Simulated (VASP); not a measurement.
MgS:

```xyz
4
Lattice="4.2955 0.0000 0.0000 -2.1478 3.7200 0.0000 0.0000 0.0000 5.2851" Properties=species:S:1:pos:R:3 pbc="T T T"
Mg    0.0000    2.4800    1.3213
Mg    2.1478    1.2400    3.9638
S     2.1478    1.2400    1.3213
S     0.0000    2.4800    3.9638
```

Base run:

```yaml
Program: VASP 6.6.1
Functional: r2SCAN
Potentials_or_basis: VASP PAW PBE potentials, release 64 (Mg, S)
Cutoff: 520 eV
k_mesh: 6 × 6 × 4
Occupations: gaussian, width 0.01 eV
Spin: no spin polarisation
```

Its results: band gap on the k mesh 3.63 eV, direct; pressure -0.3 GPa.

Q: The run is repeated on the same cell with these changes: functional from r2SCAN to LDA; potentials or basis from VASP PAW PBE potentials, release 64 (Mg, S) to VASP PAW LDA potentials, release 64 (Mg, S); cutoff from 520 eV to 600 eV. What comes out?

A: Band gap on the k mesh 2.73 eV, direct; pressure -2.7 GPa.

Caveats: the PAW data sets were made with another functional, which shifts forces and pressure a little (some runs).

A k mesh can miss the band edges.
